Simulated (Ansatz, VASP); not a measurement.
## Two plane-wave programs on BaZrO3

```
CELL_PARAMETERS angstrom
4.28946 0.00000 0.00000
0.00000 4.28946 0.00000
0.00000 0.00000 4.28946
ATOMIC_POSITIONS crystal
Ba 0.00000 0.00000 0.00000
Zr 0.50000 0.50000 0.50000
O 0.50000 0.50000 0.00000
O 0.50000 0.00000 0.50000
O 0.00000 0.50000 0.50000
```

Change from the starting cell: hydrostatic strain +2.0%.

Alike in both runs: task single point; functional r2SCAN; k mesh 6 × 6 × 6; no spin polarisation.

|  | VASP | Ansatz |
| --- | --- | --- |
| version | VASP 6.6.1 | Ansatz 0.2.0 |
| potentials or method | VASP PAW PBE potentials, release 64 (Ba_sv, Zr_sv, O) | plane waves, PAW |
| plane-wave cutoff (eV) | 520 | 500 |
| occupations | gaussian, width 0.01 eV | fixed |
| valence electrons in the cell | 40 | 40 |

|  | VASP | Ansatz | Ansatz less VASP |
| --- | --- | --- | --- |
| gap on the k mesh at the Fermi level (eV) | 3.52 | 3.57 | +0.045 |
| pressure (GPa) | -7.8 | -8.5 | -0.79 |

VASP's potentials were made for PBE, not for r2SCAN.

Neither program's run includes spin-orbit coupling.
